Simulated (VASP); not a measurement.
# ZnCdO (P4_2/mmc) in VASP: further runs

Runs on ZnCdO. Level: PBE. Tasks: single point.

Program: VASP 6.6.1. These are calculated values, not measurements. Logs are shortened: lines on timing, memory, paths and dates and some standing lists are left out, and cuts for length are marked.

## 1. The cell of the first run

The structure is tetragonal, space group P4_2/mmc (No. 131). Conventional cell: a = 3.512 Å, b = 3.512 Å, c = 10.340 Å, α = 90.00°, β = 90.00°, γ = 90.00°. Zn (site symmetry mmm) has 2 O at 1.76 Å within 2.3 Å. Within 4.1 Å of Cd (site symmetry -4m2) lie 4 O at 3.13 Å and 4 Cd at 3.51 Å and 8 Zn at 3.58 Å. Within 2.3 Å of O (site symmetry mmm) lie 2 Zn at 1.76 Å.

The cell was generated, and may not be a known phase.

## 2. Single point, PBE

Input file INCAR:

```
SYSTEM = ZnCdO
PREC = Accurate
ENCUT = 700
EDIFF = 1E-6
ISMEAR = 0
SIGMA = 0.1
LREAL = .FALSE.
LASPH = .TRUE.
NELM = 120
ALGO = Normal
ISIF = 2
LWAVE = .FALSE.
LCHARG = .TRUE.
GGA = PE
LELF = .TRUE.
LVHAR = .TRUE.
NBANDS = 47
GGA_COMPAT = .FALSE.
```

Input file KPOINTS:

```
regular mesh
0
G
  6 6 4
  0 0 0
```

Input file POSCAR:

```
ZnCdO
1.0
    3.5119044367      0.0000000000      0.0000000000
    0.0000000000      3.5119044367      0.0000000000
    0.0000000000      0.0000000000     10.3402402292
Zn Cd O
2 2 2
Direct
    0.5000000000      0.5000000000      0.0000000000
    0.5000000000      0.5000000000      0.5000000000
    0.0000000000      0.0000000000      0.2500000000
    0.0000000000      0.0000000000      0.7500000000
    0.0000000000      0.5000000000      0.0000000000
    0.5000000000      0.0000000000      0.5000000000
```

Potentials or basis: VASP PAW PBE potentials, release 64 (Zn, Cd_sv_GW, O).

The run is started by

```console
cat potpaw_PBE.64/Zn/POTCAR potpaw_PBE.64/Cd_sv_GW/POTCAR potpaw_PBE.64/O/POTCAR > POTCAR
mpirun -np 1 vasp_std > vasp.out
```

OUTCAR:

```text
SYSTEM = ZnCdO
   PREC = Accurate
   ENCUT = 700
   EDIFF = 1E-6
   ISMEAR = 0
   LREAL = .FALSE.
   LASPH = .TRUE.
   NELM = 120
   ISIF = 2
   GGA = PE

 ion  position               nearest neighbor table
   1  0.500  0.500  0.000-   5 1.76   5 1.76
   2  0.500  0.500  0.500-   6 1.76   6 1.76
   3  0.000  0.000  0.250-
   4  0.000  0.000  0.750-
   5  0.000  0.500  0.000-   1 1.76   1 1.76
   6  0.500  0.000  0.500-   2 1.76   2 1.76

  LATTYP: Found a simple tetragonal cell.
 ALAT       =     3.5119044367
 C/A-ratio  =     2.9443398633

  Lattice vectors:

 A1 = (   3.5119044367,   0.0000000000,   0.0000000000)
 A2 = (   0.0000000000,   3.5119044367,   0.0000000000)
 A3 = (   0.0000000000,   0.0000000000,  10.3402402292)

Analysis of symmetry for initial positions (statically):
=====================================================================
 Subroutine PRICEL returns:
 Original cell was already a primitive cell.

 Routine SETGRP: Setting up the symmetry group for a
 simple tetragonal supercell.

 Subroutine GETGRP returns: Found 16 space group operations
 (whereof  8 operations were pure point group operations)
 out of a pool of 16 trial point group operations.

The static configuration has the point symmetry D_2h.
 The point group associated with its full space group is D_4h.

Analysis of symmetry for dynamics (positions and initial velocities):
=====================================================================
 Subroutine PRICEL returns:
 Original cell was already a primitive cell.

 Routine SETGRP: Setting up the symmetry group for a
 simple tetragonal supercell.

 Subroutine GETGRP returns: Found 16 space group operations
 (whereof  8 operations were pure point group operations)
 out of a pool of 16 trial point group operations.

The dynamic configuration has the point symmetry D_2h.
 The point group associated with its full space group is D_4h.

 Subroutine INISYM returns: Found 16 space group operations
 (whereof  8 operations are pure point group operations),
 and found     1 'primitive' translations

----------------------------------------------------------------------------------------

                                     Primitive cell

[... 91 lines left out ...]
   ICHARG =      2    charge: 1-file 2-atom 10-const
   ISPIN  =      1    spin polarized calculation?
   LNONCOLLINEAR =      F non collinear calculations
   LSORBIT =      F    spin-orbit coupling
   LASPH  =      T    aspherical Exc in radial PAW
   ENCUT  =  700.0 eV  51.45 Ry    7.17 a.u.   7.58  7.58 22.31*2*pi/ulx,y,z
   NELM   =    120;   NELMIN=  2; NELMDL= -5     # of ELM steps
   EDIFF  = 0.1E-05   stopping-criterion for ELM
   LREAL  =      F    real-space projection
   EDIFFG = 0.1E-04   stopping-criterion for IOM
   NSW    =      0    number of steps for IOM
   IBRION =     -1    ionic relax: 0-MD 1-quasi-New 2-CG
   NFREE  =      0    steps in history (QN), initial steepest desc. (CG)
   ISIF   =      2    stress and relaxation
   ISYM   =      2    0-nonsym 1-usesym 2-fastsym
   POTIM  = 0.5000    time-step for ionic-motion
   TEBEG  =    0.0;   TEEND  =   0.0 temperature during run
   PSTRESS=    0.0 pullay stress
   NELECT =      76.0000    total number of electrons
   NUPDOWN=      -1.0000    fix difference up-down
   EMIN   =  10.00;   EMAX   =-10.00  energy-range for DOS
   EFERMI =   0.00;   METHOD = LEGACY
   ISMEAR =     0;   SIGMA  =   0.10  broadening in eV -4-tet -1-fermi 0-gaus
   EFERMI_NEDOS =   21; number of points for ismear=-14 and -15
   IALGO  =     38    algorithm
   IMIX   =      4    mixing-type and parameters
     AMIX     =   0.40;   BMIX     =  1.00
     AMIX_MAG =   1.60;   BMIX_MAG =  1.00
  volume/ion in A,a.u.               =      21.26       143.44
  Fermi-wavevector in a.u.,A,eV,Ry     =   1.377656  2.603392 25.822976  1.897935
  Thomas-Fermi vector in A             =   2.502789
   LORBIT       =      0    0 simple, 1 ext, 2 COOP (PROOUT), +10 PAW based schemes
   GGA     = PE    functional components
   LHFCALC =     F    Hartree Fock is set to
   AEXX    =    0.0000 exact exchange contribution
   IVDW    =     0    specifies the selected vdW correction
   LEPSILON=     F    determine dielectric tensor
   LRPA    =     F    only Hartree local field effects (RPA)
 non-spin polarized calculation
 Gauss-broadening in eV      SIGMA  =   0.10
  energy-cutoff  :      700.00
  volume of cell :      127.53
 maximum number of plane-waves:      5386
   NGX = 15   NGY = 15   NGZ = 45

 number of electron      76.0000044 magnetization

 Free energy of the ion-electron system (eV)
  ---------------------------------------------------
  ext. energy  EPLUGINS =         0.00000000
  ---------------------------------------------------
  free energy    TOTEN  =       -15.85813575 eV

  energy without entropy =      -15.84908716  energy(sigma->0) =      -15.85361145

 E-fermi :   2.1035     XC(G=0):  -9.3464

 val. band max:        2.0566024899   @ k =   0.5000   0.1667   0.2500
 cond. band min:       2.1111700817   @ k =   0.5000   0.3333   0.0000
 fundamental gap:      0.0545675918
 Fermi energy:         2.1034788831

 k-point     1 :       0.0000    0.0000    0.0000
  band No.  band energies     occupation
      1    -100.1703      2.00000
      2    -100.1702      2.00000
      3     -61.2183      2.00000
      4     -61.2183      2.00000
      5     -61.2182      2.00000
      6     -61.2182      2.00000
[... 1189 lines left out ...]
     46       9.8513      0.00000
     47       9.9763      0.00000

 [... further k-points ...]
[... 5 lines left out ...]
  --------------------------------------------------------------------------------------
  -------------------------------------------------------------------------------------
  Total        0.5770513      0.5770513      0.0033536      0.0000000      0.0000000      0.0000000
  in kB        7.2495161      7.2495161      0.0421312      0.0000000      0.0000000      0.0000000
  external PRESSURE =       4.8470545 kB  Pullay stress =       0.0000000 kB

 VOLUME and BASIS-vectors are now :
 -----------------------------------------------------------------------------
  energy-cutoff  :      700.00
  volume of cell :      127.53
      direct lattice vectors                 reciprocal lattice vectors
     3.511904437  0.000000000  0.000000000     0.284745789  0.000000000  0.000000000
     0.000000000  3.511904437  0.000000000     0.000000000  0.284745789  0.000000000
     0.000000000  0.000000000 10.340240229     0.000000000  0.000000000  0.096709552

 POSITION                                       TOTAL-FORCE (eV/Angst)
 -----------------------------------------------------------------------------------
      1.75595      1.75595      0.00000         0.000000     -0.000000      0.000000
      1.75595      1.75595      5.17012         0.000000     -0.000000      0.000000
      0.00000      0.00000      2.58506         0.000000     -0.000000     -0.000000
      0.00000      0.00000      7.75518         0.000000      0.000000      0.000000
      0.00000      1.75595      0.00000         0.000000     -0.000000      0.000000
      1.75595      0.00000      5.17012         0.000000     -0.000000      0.000000
 -----------------------------------------------------------------------------------
    total drift:                                0.000000      0.000000      0.000000

  FREE ENERGIE OF THE ION-ELECTRON SYSTEM (eV)
  ---------------------------------------------------
  free  energy   TOTEN  =       -15.8581357475 eV

  energy  without entropy=      -15.8490871559  energy(sigma->0) =      -15.85361145
```

Run time: 5.6 min. Hardware: 1 thread of Intel Xeon Platinum 8259CL at 2.50GHz (Skylake/Cascade Lake), shared host; peak memory 0.45 GiB.

Results:

| Property | Result |
| --- | --- |
| Free energy | -15.8581 eV |
| Pressure | 0.5 GPa |
| Band gap on the k mesh | zero (bands 38 and 39 overlap by 1.86 eV) |

## 3. Single point, PBE

This run uses another cell than the first one, of 16.09 Å³/atom.

Input file INCAR:

```
PREC     = Accurate       # precision mode
ENCUT    = 700            # plane-wave cutoff, eV
EDIFF    = 1E-6           # SCF threshold, eV
ISMEAR   = 0              # smearing method
SIGMA    = 0.1            # smearing width, eV
LREAL    = False          # projectors in reciprocal space
LASPH    = True           # aspherical terms in the spheres
NELM     = 120            # most SCF steps
ALGO     = Normal         # electronic algorithm
ISIF     = 2              # what is computed and relaxed
LWAVE    = False          # write WAVECAR
LCHARG   = False          # write CHGCAR
GGA      = PE             # functional
NBANDS   = 47             # bands
GGA_COMPAT= False
```

Input file KPOINTS:

```
regular mesh
0
Gamma
  6 6 4
```

Changes to POSCAR since step 2:

```diff
@@ -2,5 +2,5 @@
 1.0
-    3.5119044367      0.0000000000      0.0000000000
-    0.0000000000      3.5119044367      0.0000000000
-    0.0000000000      0.0000000000     10.3402402292
+    3.6675825100      0.0000000000      0.0000000000
+    0.0000000000      3.6675825100      0.0000000000
+    0.0000000000      0.0000000000      7.1792809800
 Zn Cd O
```

Potentials or basis: VASP PAW PBE potentials, release 64 (Zn, Cd_sv_GW, O).

The run is started by

```console
cat potpaw_PBE.64/Zn/POTCAR potpaw_PBE.64/Cd_sv_GW/POTCAR potpaw_PBE.64/O/POTCAR > POTCAR
mpirun -np 1 vasp_std > vasp.out
```

OUTCAR:

```text
PREC = Accurate
   ENCUT = 700
   EDIFF = 1E-6
   ISMEAR = 0
   LREAL = False
   LASPH = True
   NELM = 120
   ISIF = 2
   GGA = PE

 ion  position               nearest neighbor table
   1  0.500  0.500  0.000-   5 1.83   5 1.83
   2  0.500  0.500  0.500-   6 1.83   6 1.83
   3  0.000  0.000  0.250-
   4  0.000  0.000  0.750-
   5  0.000  0.500  0.000-   1 1.83   1 1.83
   6  0.500  0.000  0.500-   2 1.83   2 1.83

[... 1408 lines left out ...]
  --------------------------------------------------------------------------------------
  -------------------------------------------------------------------------------------
  Total        5.7587461      5.7587461      3.4939450      0.0000000      0.0000000      0.0000000
  in kB       95.5427581     95.5427581     57.9676786      0.0000000      0.0000000      0.0000000
  external PRESSURE =      83.0177316 kB  Pullay stress =       0.0000000 kB

 VOLUME and BASIS-vectors are now :
 -----------------------------------------------------------------------------
  energy-cutoff  :      700.00
  volume of cell :       96.57
      direct lattice vectors                 reciprocal lattice vectors
     3.667582510  0.000000000  0.000000000     0.272659169  0.000000000  0.000000000
     0.000000000  3.667582510  0.000000000     0.000000000  0.272659169  0.000000000
     0.000000000  0.000000000  7.179280980     0.000000000  0.000000000  0.139289715

 POSITION                                       TOTAL-FORCE (eV/Angst)
 -----------------------------------------------------------------------------------
      1.83379      1.83379      0.00000         0.000000      0.000000     -0.000000
      1.83379      1.83379      3.58964         0.000000      0.000000     -0.000000
      0.00000      0.00000      1.79482        -0.000000      0.000000     -0.000000
      0.00000      0.00000      5.38446         0.000000      0.000000      0.000000
      0.00000      1.83379      0.00000         0.000000      0.000000     -0.000000
      1.83379      0.00000      3.58964         0.000000      0.000000     -0.000000
 -----------------------------------------------------------------------------------
    total drift:                                0.000000     -0.000000     -0.000000

  FREE ENERGIE OF THE ION-ELECTRON SYSTEM (eV)
  ---------------------------------------------------
  free  energy   TOTEN  =       -15.4706420704 eV

  energy  without entropy=      -15.4624601209  energy(sigma->0) =      -15.46655110
```

Wall time 2.2 min (1 thread of Intel Xeon Platinum 8488C (Sapphire Rapids), shared host); peak memory 0.38 GiB.

Results:

```yaml
Free_energy: -15.4706 eV
Pressure: 8.3 GPa
Band_gap_on_the_k_mesh: zero (bands 38 and 39 overlap by 0.44 eV)
```

Caveat: the cell stands under pressure; semilocal functionals underestimate gaps, and a narrow one can read as zero.

The gap in the log of VASP goes by the Fermi energy; the results here count the filled bands.